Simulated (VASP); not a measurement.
A run of VASP 6.6.1 is set up as follows.

The input INCAR:

```
SYSTEM = P
PREC     = Accurate       ! precision mode
ENCUT    = 500            ! plane-wave cutoff, eV
EDIFF    = 1E-7           ! SCF threshold, eV
ISMEAR   = 0              ! smearing method
SIGMA    = 0.1            ! smearing width, eV
LREAL    = .False.        ! projectors in reciprocal space
LASPH    = .True.         ! aspherical terms in the spheres
NELM     = 120            ! most SCF steps
ALGO     = Normal         ! electronic algorithm
ISIF     = 3              ! what is computed and relaxed
LWAVE    = .False.        ! write WAVECAR
LCHARG   = .False.        ! write CHGCAR
GGA      = PE             ! functional
IBRION   = 2              ! ionic algorithm
NSW      = 90             ! ionic steps
EDIFFG   = -0.04          ! ionic threshold
GGA_COMPAT= .False.      
NELMIN   = 4
```

KPOINTS

```
Automatic mesh
0
Gamma
  4 4 4
  0 0 0
```

The input POSCAR:

```
P
1.0
    4.7937398200      0.0000000000      0.0000000000
    0.0000000000      4.7937398200      0.0000000000
    0.0000000000      0.0000000000      4.4518619800
P
5
Direct
    0.0000000000      0.2696323400      0.6193693800
    0.2696323400      0.0000000000      0.3806306200
    0.7303676600      0.0000000000      0.3806306200
    0.0000000000      0.7303676600      0.6193693800
    0.0000000000      0.0000000000      0.0000000000
```

Potentials or basis: VASP PAW PBE potentials, release 64 (P).

Run with:

```bash
$ cat potpaw_PBE.64/P/POTCAR > POTCAR
$ mpirun -np 1 vasp_std > vasp.out
```

Q: Predict the relaxed cell.

A: a = 5.390 Å, b = 5.390 Å, c = 4.620 Å, α = 90.00°, β = 90.00°, γ = 90.00°.

Q: Estimate the band gap on the k mesh.

A: Zero (an odd number of electrons rules out a gap without spin polarisation).

Q: What does it give for the space group after relaxing (to 0.1 Å)?

A: P-4m2 (No. 115).

Q: What does it give for the relaxed volume?

A: 26.84 Å³/atom.

Step by step:
```
step  energy change (eV)  largest force (eV/Å)  pressure (GPa)  volume (Å³)
   1              0.0000                3.5733           23.35       102.30
   2             -2.2450                0.6130           -4.33       153.04
   3             -2.4561                0.5063           -0.06       134.58
   4             -2.4574                0.5101           -0.47       135.83
   5             -2.5227                0.4982           -0.36       135.01
   6             -2.6735                0.3000            0.40       132.46
   7             -2.5319                0.6810            3.68       126.98
   8             -2.7079                0.1035            1.06       131.03
   9             -2.7106                0.0298            1.44       130.33
  10             -2.7095                0.1155           -1.02       137.53
  11             -2.7279                0.0676            0.17       133.85
  12             -2.7294                0.0234            0.00       134.20
```

Caveat: the volume moved by over 15 % at a fixed basis, so the end points are rough; an odd number of electrons without spin polarisation forces a metal; a magnetic or distorted state may lie lower.
